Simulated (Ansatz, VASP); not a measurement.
Ru in VASP and in Ansatz

```xyz
1
Lattice="0.0000 1.8576 1.9725 1.8576 0.0000 1.9725 1.8576 1.8576 0.0000" Properties=species:S:1:pos:R:3 pbc="T T T"
Ru    0.0000    0.0000    0.0000
```

Change from the starting cell: strain -0.030 along x and y, +0.030 along z, atoms carried along.

Alike in both runs: task single point; functional LDA; k mesh 22 × 22 × 22; occupations gaussian, width 0.15 eV; no spin polarisation.

|  | VASP | Ansatz |
| --- | --- | --- |
| version | VASP 6.6.1 | Ansatz 0.2.0 |
| potentials or method | VASP PAW LDA potentials, release 64 (Ru_pv), cutoff 520 eV | scalar-relativistic, plane waves, PAW |
| valence electrons in the cell | 14 | 16 |

Ansatz gave:

- gap on the k mesh at the Fermi level (eV): none
- pressure (GPa): -11.1
- traceless stress, the component that is largest in VASP (GPa): -10.97

Problem. Which values does VASP return?

Solution. gap on the k mesh at the Fermi level (eV): none; pressure (GPa): -10.3; traceless stress, the component that is largest in VASP (GPa): -10.97.

LDA's correlation is that of Perdew and Zunger in VASP and of Perdew and Wang (1992) in Ansatz. A gap of «none» marks a metal or a gap that the smearing closes. VASP's potentials hold 14 valence electrons a cell and Ansatz's 16, so a difference there can come from the potentials and not from the codes.
